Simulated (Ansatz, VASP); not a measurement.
## Two plane-wave programs on SiC

```xyz
4
Lattice="3.2205 0.0000 0.0000 -1.6102 2.7890 0.0000 0.0000 0.0000 4.8787" Properties=species:S:1:pos:R:3 pbc="T T T"
Si    0.0000    1.8593    0.0020
Si    1.6102    0.9297    2.4414
C     0.0000    1.8593    1.8763
C     1.6102    0.9297    4.3156
```

Alike in both runs: functional LDA; k mesh 12 × 12 × 6; occupations gaussian, width 0.05 eV; no spin polarisation.

Ansatz relaxed the structure, and its values are those at the end. VASP's run is a single point on that final structure, the one shown.

|  | VASP | Ansatz |
| --- | --- | --- |
| version | VASP 6.6.1 | Ansatz 0.2.0 |
| potentials or method | VASP PAW LDA potentials, release 64 (Si, C), cutoff 520 eV | scalar-relativistic, plane waves, PAW |
| valence electrons in the cell | 16 | 16 |

VASP gave:

| Property | Result |
| --- | --- |
| gap on the k mesh at the Fermi level (eV) | 1.64 |
| least direct gap on the mesh (eV) | 2.73 |
| pressure (GPa) | -14.4 |

Task: What did Ansatz give for the same quantities?

Result: gap on the k mesh at the Fermi level (eV): 1.66; least direct gap on the mesh (eV): 2.73; pressure (GPa): -14.8.

Ansatz warns that its potentials were made for another functional, while VASP's fit it. LDA's correlation is that of Perdew and Zunger in VASP and of Perdew and Wang (1992) in Ansatz. Ansatz's warnings: stress scf threshold loose.
